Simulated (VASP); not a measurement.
Here is a VASP 6.6.1 calculation.

INCAR

```
SYSTEM = As
PREC = Accurate
ENCUT = 520
EDIFF = 1E-7
ISMEAR = -1
SIGMA = 0.1
LREAL = .False.
LASPH = .True.
NELM = 100
ALGO = Normal
ISIF = 2
LWAVE = .False.
LCHARG = .False.
GGA = RE
NBANDS = 12
```

File KPOINTS:

```
Automatic mesh
0
Gamma
  10 10 10
  0 0 0
```

POSCAR

```
As
1.0
    0.0000000000      2.9979751938      2.9979751938
    2.9979751938      0.0000000000      2.9979751938
    2.9979751938      2.9979751938      0.0000000000
As
2
Direct
    0.1250000000      0.1250000000      0.1250000000
    0.8750000000      0.8750000000      0.8750000000
```

Potentials or basis: VASP PAW PBE potentials, release 64 (As).

The run is started by

```bash
$ cat potpaw_PBE.64/As/POTCAR > POTCAR
$ mpirun -np 1 vasp_std > vasp.out
```

Question: What does it give for the pressure?

Answer: 4.1 GPa.

Question: Estimate the band gap on the k mesh.

Answer: Zero (band 5 reaches 4.38 eV, above the bottom of band 6 at 2.83 eV).

Caveat: the PAW data sets were made with another functional, which shifts forces and pressure a little.
